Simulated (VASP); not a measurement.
A run of VASP 6.6.1:

INCAR

```
SYSTEM = LiHF2
ALGO = Normal
EDIFF = 1E-6
ENCUT = 520
GGA = CA
ISIF = 2
ISMEAR = 0
LASPH = .TRUE.
LCHARG = .FALSE.
LREAL = .FALSE.
LWAVE = .FALSE.
NBANDS = 17
NELM = 60
PREC = Accurate
SIGMA = 0.05
```

File KPOINTS:

```
k-points
0
G
  9 9 9
  0 0 0
```

Contents of POSCAR:

```
LiHF2
1.0
    1.4427881604      0.8329941328      4.3296110341
   -1.4427881604      0.8329941328      4.3296110341
    0.0000000000     -1.6659882656      4.3296110341
Li H F
1 1 2
Direct
    0.0000000000      0.0000000000      0.0000000000
    0.5000000000      0.5000000000      0.5000000000
    0.4125119035      0.4125119035      0.4125119035
    0.5874880965      0.5874880965      0.5874880965
```

Potentials or basis: VASP PAW LDA potentials, release 64 (Li_sv, H, F).

Run with:

```sh
$ cat potpaw_LDA.64/Li_sv/POTCAR potpaw_LDA.64/H/POTCAR potpaw_LDA.64/F/POTCAR > POTCAR
$ mpirun -np 1 vasp_std > vasp.out
```

Hardware: 1 thread of AMD EPYC 7R43 64-Core Processor (Zen 3), with other jobs on the host.

Task: Estimate the wall time of this run.

Result: Wall time 100 s on 1 thread of AMD EPYC 7R43 64-Core Processor (Zen 3), with other jobs on the host, peak memory 0.15 GiB. Counts: scf iterations 12, k points 85.
